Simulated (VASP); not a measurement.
# BeTe (F-43m) in VASP: settings compared

The runs below take BeTe through single point, with PBE-based screened hybrid, HSE06+D3(BJ), PBE.

All numbers are computed with VASP 6.6.1; they aren't measurements. Logs are shortened: lines on timing, memory, paths and dates and some standing lists are left out, and cuts for length are marked.

### 1 The cell of the first run

Symmetry: F-43m, No. 216, cubic system. The conventional cell has a = 5.657 Å, b = 5.657 Å, c = 5.657 Å, α = 90.00°, β = 90.00°, γ = 90.00°. Within 3.2 Å of Be (site symmetry -43m) lie 4 Te at 2.45 Å. Within 3.2 Å of Te (site symmetry -43m) lie 4 Be at 2.45 Å.

### 2 Single point, PBE-based screened hybrid

Contents of POSCAR:

```
BeTe
1.0
    0.0000000000      2.8286228760      2.8286228760
    2.8286228760      0.0000000000      2.8286228760
    2.8286228760      2.8286228760      0.0000000000
Be Te
1 1
Direct
    0.0000000000      0.0000000000      0.0000000000
    0.2500000000      0.2500000000      0.2500000000
```

Contents of INCAR.step1:

```
SYSTEM = BeTe
PREC = Accurate
ENCUT = 520
EDIFF = 1E-5
ISMEAR = 0
SIGMA = 0.01
LREAL = .FALSE.
LASPH = .TRUE.
NELM = 100
ALGO = Normal
ISIF = 2
LWAVE = .TRUE.
NBANDS = 11
GGA = PE
```

Contents of INCAR.step2:

```
SYSTEM = BeTe
PREC = Accurate
ENCUT = 520
EDIFF = 1E-6
ISMEAR = 0
SIGMA = 0.01
LREAL = .FALSE.
LASPH = .TRUE.
NELM = 100
ALGO = Normal
ISIF = 2
LWAVE = .FALSE.
LCHARG = .TRUE.
GGA = PE
LHFCALC = .TRUE.
AEXX = 0.05
HFSCREEN = 0.5
PRECFOCK = Normal
LELF = .TRUE.
LVHAR = .TRUE.
NBANDS = 11
ISTART = 1
```

Contents of KPOINTS:

```
regular mesh
0
G
  4 4 4
  0 0 0
```

Potentials or basis: VASP PAW PBE potentials, release 64 (Be, Te).

Command:

```sh
> cat potpaw_PBE.64/Be/POTCAR potpaw_PBE.64/Te/POTCAR > POTCAR
> cp INCAR.step1 INCAR
> mpirun -np 1 vasp_std > vasp.out
> cp INCAR.step2 INCAR
> mpirun -np 1 vasp_std > vasp.out
```

OUTCAR:

```text
SYSTEM = BeTe
   PREC = Accurate
   ENCUT = 520
   EDIFF = 1E-6
   ISMEAR = 0
   LREAL = .FALSE.
   LASPH = .TRUE.
   NELM = 100
   ISIF = 2
   GGA = PE
   LHFCALC = .TRUE.
   AEXX = 0.05
   HFSCREEN = 0.5
   PRECFOCK = Normal
   ISTART = 1

 ion  position               nearest neighbor table
   1  0.000  0.000  0.000-   2 2.45   2 2.45   2 2.45   2 2.45
   2  0.250  0.250  0.250-   1 2.45   1 2.45   1 2.45   1 2.45

  LATTYP: Found a face centered cubic cell.
 ALAT       =     5.6572457520

  Lattice vectors:

 A1 = (   0.0000000000,   2.8286228760,   2.8286228760)
 A2 = (   2.8286228760,   0.0000000000,   2.8286228760)
 A3 = (   2.8286228760,   2.8286228760,   0.0000000000)

Analysis of symmetry for initial positions (statically):
=====================================================================
 Subroutine PRICEL returns:
 Original cell was already a primitive cell.

 Routine SETGRP: Setting up the symmetry group for a
 face centered cubic supercell.

 Subroutine GETGRP returns: Found 24 space group operations
 (whereof 24 operations were pure point group operations)
 out of a pool of 48 trial point group operations.

The static configuration has the point symmetry T_d .

Analysis of symmetry for dynamics (positions and initial velocities):
=====================================================================
 Subroutine PRICEL returns:
 Original cell was already a primitive cell.

 Routine SETGRP: Setting up the symmetry group for a
 face centered cubic supercell.

 Subroutine GETGRP returns: Found 24 space group operations
 (whereof 24 operations were pure point group operations)
 out of a pool of 48 trial point group operations.

The dynamic configuration has the point symmetry T_d .

 Subroutine INISYM returns: Found 24 space group operations
 (whereof 24 operations are pure point group operations),
 and found     1 'primitive' translations

----------------------------------------------------------------------------------------

                                     Primitive cell

  volume of cell :      45.2642

  direct lattice vectors                    reciprocal lattice vectors
     0.000000000  2.828622876  2.828622876    -0.176764462  0.176764462  0.176764462
     2.828622876  0.000000000  2.828622876     0.176764462 -0.176764462  0.176764462
     2.828622876  2.828622876  0.000000000     0.176764462  0.176764462 -0.176764462

  length of vectors
     4.000276834  4.000276834  4.000276834     0.306165029  0.306165029  0.306165029

  position of ions in fractional coordinates (direct lattice)
     0.000000000  0.000000000  0.000000000
     0.250000000  0.250000000  0.250000000

  ion indices of the primitive-cell ions
   primitive index   ion index
                 1           1
                 2           2

----------------------------------------------------------------------------------------

 KPOINTS: regular mesh

Automatic generation of k-mesh.
 Grid dimensions read from file:
 generate k-points for:    4    4    4

 Generating k-lattice:

  Cartesian coordinates                     Fractional coordinates (reciprocal lattice)
    -0.044191115  0.044191115  0.044191115     0.250000000  0.000000000  0.000000000
     0.044191115 -0.044191115  0.044191115     0.000000000  0.250000000  0.000000000
     0.044191115  0.044191115 -0.044191115     0.000000000  0.000000000  0.250000000

  Length of vectors
     0.076541257  0.076541257  0.076541257

  Shift w.r.t. Gamma in fractional coordinates (k-lattice)
     0.000000000  0.000000000  0.000000000

 Subroutine IBZKPT returns following result:
 ===========================================

 Found      8 irreducible k-points:

 Following reciprocal coordinates:
            Coordinates               Weight
  0.000000  0.000000  0.000000      1.000000
  0.250000  0.000000  0.000000      8.000000
  0.500000  0.000000  0.000000      4.000000
  0.250000  0.250000  0.000000      6.000000
  0.500000  0.250000  0.000000     24.000000
 -0.250000  0.250000  0.000000     12.000000
  0.500000  0.500000  0.000000      3.000000
 -0.250000  0.500000  0.250000      6.000000
   k-points           NKPTS =      8   k-points in BZ     NKDIM =     64   number of bands    NBANDS=     11
   number of dos      NEDOS =    301   number of ions     NIONS =      2
   total plane-waves  NPLWV =  27000
   dimension x,y,z NGX =    30 NGY =   30 NGZ =   30
   dimension x,y,z NGXF=    60 NGYF=   60 NGZF=   60
   ions per type =               1   1
   NGX,Y,Z   is equivalent  to a cutoff of  12.47, 12.47, 12.47 a.u.
   NGXF,Y,Z  is equivalent  to a cutoff of  24.94, 24.94, 24.94 a.u.
 SYSTEM =  BeTe
   PREC   = accura    normal or accurate (medium, high low for compatibility)
   ISTART =      1    job   : 0-new  1-cont  2-samecut
   ICHARG =      0    charge: 1-file 2-atom 10-const
   ISPIN  =      1    spin polarized calculation?
   LNONCOLLINEAR =      F non collinear calculations
   LSORBIT =      F    spin-orbit coupling
   LASPH  =      T    aspherical Exc in radial PAW
   ENCUT  =  520.0 eV  38.22 Ry    6.18 a.u.   7.44  7.44  7.44*2*pi/ulx,y,z
   NELM   =    100;   NELMIN=  2; NELMDL=  0     # of ELM steps
   EDIFF  = 0.1E-05   stopping-criterion for ELM
   LREAL  =      F    real-space projection
   EDIFFG = 0.1E-04   stopping-criterion for IOM
   NSW    =      0    number of steps for IOM
   IBRION =     -1    ionic relax: 0-MD 1-quasi-New 2-CG
   NFREE  =      0    steps in history (QN), initial steepest desc. (CG)
   ISIF   =      2    stress and relaxation
   ISYM   =      3    0-nonsym 1-usesym 2-fastsym
   POTIM  = 0.5000    time-step for ionic-motion
   TEBEG  =    0.0;   TEEND  =   0.0 temperature during run
   PSTRESS=    0.0 pullay stress
   NELECT =       8.0000    total number of electrons
   NUPDOWN=      -1.0000    fix difference up-down
   EMIN   =  10.00;   EMAX   =-10.00  energy-range for DOS
   EFERMI =   0.00;   METHOD = LEGACY
   ISMEAR =     0;   SIGMA  =   0.01  broadening in eV -4-tet -1-fermi 0-gaus
   EFERMI_NEDOS =   21; number of points for ismear=-14 and -15
   IALGO  =     38    algorithm
   IMIX   =      1    mixing-type and parameters
     AMIX     =   0.40;   BMIX     =  1.00
     AMIX_MAG =   1.60;   BMIX_MAG =  1.00
  volume/ion in A,a.u.               =      22.63       152.73
  Fermi-wavevector in a.u.,A,eV,Ry     =   0.918727  1.736142 11.484122  0.844059
  Thomas-Fermi vector in A             =   2.043841
   LORBIT       =      0    0 simple, 1 ext, 2 COOP (PROOUT), +10 PAW based schemes
   GGA     = PE    functional components
   LHFCALC =     T    Hartree Fock is set to
   PRECFOCK=normal    Normal, Fast or Accurate (Low or Medium for compatibility)
   ENCUT4O =  -1.0   cutoff for four orbital integrals eV
   NKREDX  =     1    reduce k-point grid by
   NKREDY  =     1    reduce k-point grid by
   NKREDZ  =     1    reduce k-point grid by
   AEXX    =    0.0500 exact exchange contribution
   HFSCREEN=    0.5000 screening length (either q_TF or 0.3 A-1)
   HFSCREENC=   0.5000 screening length for correlation (either q_TF or 0.3 A-1)
   ENCUTFOCK=  -1.0 apply spherical cutoff to Coloumb kernel
   IVDW    =     0    specifies the selected vdW correction
   LEPSILON=     F    determine dielectric tensor
   LRPA    =     F    only Hartree local field effects (RPA)
 non-spin polarized calculation
 Gauss-broadening in eV      SIGMA  =   0.01
  energy-cutoff  :      520.00
  volume of cell :       45.26
 maximum number of plane-waves:      1243
 NGX is ok and might be reduce to    30
  NGX = 24; NGY = 24; NGZ = 24

 number of electron       8.0000000 magnetization

 Free energy of the ion-electron system (eV)
  ---------------------------------------------------
  ext. energy  EPLUGINS =         0.00000000
  ---------------------------------------------------
  free energy    TOTEN  =        -7.65175786 eV

  energy without entropy =       -7.65175786  energy(sigma->0) =       -7.65175786

 E-fermi :   5.0321     XC(G=0):  -8.7730

 val. band max:        4.9229503816   @ k =   0.0000   0.0000   0.0000
 cond. band min:       6.9759101612   @ k =   0.5000   0.5000   0.0000
 fundamental gap:      2.0529597797
 Fermi energy:         5.0321316630

 k-point     1 :       0.0000    0.0000    0.0000
  band No.  band energies     occupation
      1      -7.4333      2.00000
      2       4.9229      2.00000
      3       4.9230      2.00000
      4       4.9230      2.00000
      5       8.6124      0.00000
      6       8.6124      0.00000
      7       8.6124      0.00000
      8       8.7123      0.00000
      9      13.3141      0.00000
     10      15.2271      0.00000
     11      15.2271      0.00000

 k-point     2 :       0.2500    0.0000    0.0000
  band No.  band energies     occupation
      1      -6.8800      2.00000
      2       1.6167      2.00000
      3       4.2578      2.00000
      4       4.2578      2.00000
      5       8.2680      0.00000
      6       9.4804      0.00000
      7       9.4804      0.00000
      8      11.9826      0.00000
      9      14.0345      0.00000
     10      14.0345      0.00000
     11      14.0530      0.00000

 k-point     3 :       0.5000    0.0000    0.0000
  band No.  band energies     occupation
      1      -6.0978      2.00000
      2      -0.5947      2.00000
      3       3.8018      2.00000
      4       3.8018      2.00000
      5       8.0203      0.00000
      6       9.5889      0.00000
      7       9.5889      0.00000
      8      12.8384      0.00000
      9      15.9175      0.00000
     10      16.4937      0.00000
     11      16.4937      0.00000

 k-point     4 :       0.2500    0.2500    0.0000
  band No.  band energies     occupation
      1      -6.6914      2.00000
      2       2.0224      2.00000
      3       3.2617      2.00000
      4       3.2617      2.00000
      5       7.6008      0.00000
      6       9.3764      0.00000
      7      11.4245      0.00000
      8      11.4245      0.00000
      9      13.5871      0.00000
     10      15.7721      0.00000
     11      16.2025      0.00000

 k-point     5 :       0.5000    0.2500    0.0000
  band No.  band energies     occupation
      1      -5.8870      2.00000
      2       0.0901      2.00000
      3       1.9562      2.00000
      4       2.9238      2.00000
      5       7.9552      0.00000
      6      10.5164      0.00000
      7      11.4818      0.00000
      8      11.8326      0.00000
      9      15.3533      0.00000
     10      16.7574      0.00000
     11      17.3433      0.00000

 k-point     6 :      -0.2500    0.2500    0.0000
  band No.  band energies     occupation
      1      -6.1678      2.00000
      2       0.5787      2.00000
      3       1.7801      2.00000
      4       3.7295      2.00000
      5       8.7342      0.00000
      6      10.5194      0.00000
      7      11.1360      0.00000
      8      11.5990      0.00000
      9      13.4032      0.00000
     10      14.8551      0.00000
     11      17.3529      0.00000

 k-point     7 :       0.5000    0.5000    0.0000
  band No.  band energies     occupation
      1      -5.6091      2.00000
      2      -0.1836      2.00000
      3       2.3011      2.00000
      4       2.3011      2.00000
      5       6.9759      0.00000
      6       7.6566      0.00000
      7      14.6805      0.00000
      8      14.6805      0.00000
      9      16.5235      0.00000
     10      17.9359      0.00000
     11      18.3973      0.00000

 k-point     8 :      -0.2500    0.5000    0.2500
  band No.  band energies     occupation
      1      -5.5766      2.00000
      2       0.3367      2.00000
      3       1.2654      2.00000
      4       1.7513      2.00000
      5      10.2676      0.00000
      6      10.5354      0.00000
      7      10.5552      0.00000
      8      11.1347      0.00000
      9      15.8706      0.00000
     10      16.6716      0.00000
     11      17.8106      0.00000

------------------------ aborting loop because EDIFF is reached ----------------------------------------

  FORCE on cell =-STRESS in cart. coord.  units (eV):
  Direction    XX          YY          ZZ          XY          YZ          ZX
  --------------------------------------------------------------------------------------
  -------------------------------------------------------------------------------------
  Total        0.1716985      0.1716985      0.1716985      0.0000000      0.0000000      0.0000000
  in kB        6.0774574      6.0774574      6.0774574      0.0000000      0.0000000      0.0000000
  external PRESSURE =       6.0774574 kB  Pullay stress =       0.0000000 kB

 VOLUME and BASIS-vectors are now :
 -----------------------------------------------------------------------------
  energy-cutoff  :      520.00
  volume of cell :       45.26
      direct lattice vectors                 reciprocal lattice vectors
     0.000000000  2.828622876  2.828622876    -0.176764462  0.176764462  0.176764462
     2.828622876  0.000000000  2.828622876     0.176764462 -0.176764462  0.176764462
     2.828622876  2.828622876  0.000000000     0.176764462  0.176764462 -0.176764462

 POSITION                                       TOTAL-FORCE (eV/Angst)
 -----------------------------------------------------------------------------------
      0.00000      0.00000      0.00000        -0.000000      0.000000      0.000000
      1.41431      1.41431      1.41431         0.000000     -0.000000      0.000000
 -----------------------------------------------------------------------------------
    total drift:                                0.000001      0.000001      0.000001

  FREE ENERGIE OF THE ION-ELECTRON SYSTEM (eV)
  ---------------------------------------------------
  free  energy   TOTEN  =        -7.6517578643 eV

  energy  without entropy=       -7.6517578643  energy(sigma->0) =       -7.65175786
```

Run time: 82 s. Hardware: 1 thread of Intel Xeon 6975P-C, shared host; peak memory 0.28 GiB.

What came out:

| Property | Result |
| --- | --- |
| Free energy | -7.6518 eV |
| Pressure | 0.6 GPa |
| Band gap on the k mesh | 2.05 eV, indirect (least direct gap 3.69 eV) |

Caveat: the k points lie up to 0.48 Å⁻¹ apart; the PAW data sets were made with another functional, which shifts forces and pressure a little; spin-orbit coupling is left out, which moves the levels of the heavy elements.

### 3 Single point, HSE06+D3(BJ)

POSCAR is that of step 2.

Contents of INCAR.step1:

```
  ALGO = Normal
  EDIFF = 1E-5
  ENCUT = 520
  GGA = PE
  ISIF = 2
  ISMEAR = 0
  LASPH = T
  LREAL = F
  LWAVE = T
  NBANDS = 11
  NELM = 100
  PREC = Accurate
  SIGMA = 0.01
```

Contents of INCAR.step2:

```
  ALGO = Normal
  EDIFF = 1E-6
  ENCUT = 520
  GGA = PE
  HFSCREEN = 0.2079
  ISIF = 2
  ISMEAR = 0
  ISTART = 1
  IVDW = 12
  LASPH = T
  LCHARG = T
  LELF = T
  LHFCALC = T
  LREAL = F
  LVHAR = T
  LWAVE = F
  NBANDS = 11
  NELM = 100
  PREC = Accurate
  PRECFOCK = Normal
  SIGMA = 0.01
  VDW_A1 = 0.383
  VDW_A2 = 5.685
  VDW_S6 = 1.0
  VDW_S8 = 2.31
```

Contents of KPOINTS:

```
k-points
0
Gamma
  4 4 4
```

Potentials or basis: VASP PAW PBE potentials, release 64 (Be, Te).

Command:

```sh
> cat potpaw_PBE.64/Be/POTCAR potpaw_PBE.64/Te/POTCAR > POTCAR
> cp INCAR.step1 INCAR
> mpirun -np 1 vasp_std > vasp.out
> cp INCAR.step2 INCAR
> mpirun -np 1 vasp_std > vasp.out
```

Wall time 2 min (1 thread of Intel Xeon 6975P-C, shared host); peak memory 0.28 GiB.

It converged, with:

| Quantity | Value |
| --- | --- |
| Free energy | -9.5010 eV |
| Pressure | -3.5 GPa |
| Band gap on the k mesh | 2.69 eV, indirect (least direct gap 4.49 eV) |
| Dispersion energy per atom | -0.408 eV |

Levels at points of the mesh, in eV from the valence-band top:
```tsv
k point	band 2	band 3	band 4	band 5	band 6	band 7
(0.00, 0.00, 0.00)	0.00	0.00	0.00	4.49	4.49	4.49
(0.50, 0.00, 0.00)	-6.00	-1.20	-1.20	3.81	5.49	5.49
(0.50, 0.50, 0.00)	-5.57	-2.82	-2.82	2.69	3.41	10.99
```

Caveat: the k points lie up to 0.48 Å⁻¹ apart; the PAW data sets were made with another functional, which shifts forces and pressure a little; spin-orbit coupling is left out, which moves the levels of the heavy elements. A k mesh can miss the band edges.

(Part 1 of 2 ends here.)
